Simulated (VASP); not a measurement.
Runs of VASP 6.6.1 on HfN. The structure is that of space group Fm-3m (No. 225), or close to it. The cells are those of the table. 

```csv
task,cell,cutoff (eV),gap on the mesh (eV),pressure (GPa)
relaxation of cell and atoms,"relaxed to 10 GPa from a = 3.190 Å, angles 60.0°, 2 atoms",600,none,9.9
single point,"a = 3.183 Å, angles 60.0°, 2 atoms",520,none,-2.1
relaxation of cell and atoms,"relaxed to 20 GPa from a = 3.190 Å, angles 60.0°, 2 atoms",600,none,20.2
relaxation of cell and atoms,"relaxed from a = 3.190 Å, angles 60.0°, 2 atoms",600,none,0.0
single point,"a = 3.118 Å, angles 60.0°, 2 atoms",520,none,(a)
```

Alike in all rows: level PBEsol; potentials or basis VASP PAW PBE potentials, release 64 (Hf_pv, N); no spin polarisation; k mesh 9 × 9 × 9; smearing methfessel-paxton 0.1 eV.

Question: Fill in the values left out.

Answer: (a) 17.8.

Caveats: the PAW data sets were made with another functional, which shifts forces and pressure a little; spin-orbit coupling is left out, which moves the levels of the heavy elements; the cell is relaxed towards a set pressure, so the enthalpy falls and the energy may rise (some runs).

A k mesh can miss the band edges, and the runs leave out spin-orbit coupling on Hf.

A gap of «none» marks levels without a gap at the run's occupations.
